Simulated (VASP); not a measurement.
A run of VASP 6.6.1:

INCAR

```
SYSTEM = BeAu
  PREC = Accurate
  ENCUT = 520
  EDIFF = 1E-6
  ISMEAR = 1
  SIGMA = 0.05
  LREAL = .FALSE.
  LASPH = .TRUE.
  NELM = 60
  ALGO = Normal
  ISIF = 2
  LWAVE = .FALSE.
  LCHARG = .TRUE.
  GGA = PS
  LELF = .TRUE.
  LVHAR = .TRUE.
  NBANDS = 36
```

KPOINTS

```
regular mesh
0
G
  5 5 5
  0 0 0
```

POSCAR

```
BeAu
1.0
    4.6680000000      0.0000000000      0.0000000000
    0.0000000000      4.6680000000      0.0000000000
    0.0000000000      0.0000000000      4.6680000000
Be Au
4 4
Direct
    0.8440000000      0.8440000000      0.8440000000
    0.6560000000      0.1560000000      0.3440000000
    0.3440000000      0.6560000000      0.1560000000
    0.1560000000      0.3440000000      0.6560000000
    0.1500000000      0.1500000000      0.1500000000
    0.3500000000      0.8500000000      0.6500000000
    0.6500000000      0.3500000000      0.8500000000
    0.8500000000      0.6500000000      0.3500000000
```

Potentials or basis: VASP PAW PBE potentials, release 64 (Be, Au).

Run with:

```sh
$ cat potpaw_PBE.64/Be/POTCAR potpaw_PBE.64/Au/POTCAR > POTCAR
$ mpirun -np 1 vasp_std > vasp.out
```

Hardware: 1 thread of Intel(R) Xeon(R) Platinum 8259CL CPU @ 2.50GHz (Skylake/Cascade Lake) (shared host).

Task: Estimate the wall time of this run.

Result: It took 32 s on 1 thread of Intel(R) Xeon(R) Platinum 8259CL CPU @ 2.50GHz (Skylake/Cascade Lake) (shared host), peak memory 0.21 GiB. Counts: scf iterations 12, k points 11.
